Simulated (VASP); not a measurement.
## PbS: single point with LDA

PbS:

```
CELL_PARAMETERS angstrom
2.03749 -5.86899 0.00000
2.03749 5.86899 0.00000
0.00000 0.00000 4.19196
ATOMIC_POSITIONS crystal
Pb 0.13056 0.86944 0.25000
Pb 0.86944 0.13056 0.75000
S 0.35480 0.64520 0.25000
S 0.64520 0.35480 0.75000
```

This cell differs from its parent crystal: volume scaled by 0.94.

```
Program                : VASP 6.6.1
Task                   : single point
Functional             : LDA
Potentials or basis    : VASP PAW LDA potentials, release 64 (Pb_d, S)
Cutoff                 : 520 eV
k mesh                 : 7 × 7 × 6
Occupations            : fermi-dirac, width 0.05 eV
Spin                   : no spin polarisation
Dipole correction      : no
Further INCAR settings : ALGO = Normal; EDIFF = 1e-07; NBANDS = 28
```

The pressure is -0.1 GPa and the largest force is 0.295 eV/Å. The band gap on the k mesh is 0.96 eV, indirect (least direct gap 1.26 eV).

Forces on the atoms (eV/Å):
```
Pb   0.000  0.295  0.000
Pb   0.000 -0.295  0.000
S    0.000 -0.200  0.000
S    0.000  0.200  0.000
```

Stress tensor (GPa, compression positive):
```
-0.12  0.00  0.00
 0.00  0.26  0.00
 0.00  0.00 -0.43
```

Levels at points of the mesh, in eV from the valence-band top:
```
           k point  band 16  band 17  band 18  band 19  band 20  band 21  band 22  band 23  band 24  band 25
(0.00, 0.00, 0.00)    -3.29    -2.67    -1.89    -1.69    -0.56     4.46     4.73     4.91     5.72     5.93
(0.00, 0.00, 0.50)    -3.06    -1.27    -1.27    -0.09    -0.09     1.67     1.67     2.63     2.63     5.10
```

Run time: 2.9 min on 1 thread of Intel(R) Xeon(R) Platinum 8488C (Sapphire Rapids), with other jobs on the host, peak memory 0.31 GiB.

Caveat: spin-orbit coupling is left out, which moves the levels of the heavy elements. A k mesh can miss the band edges.
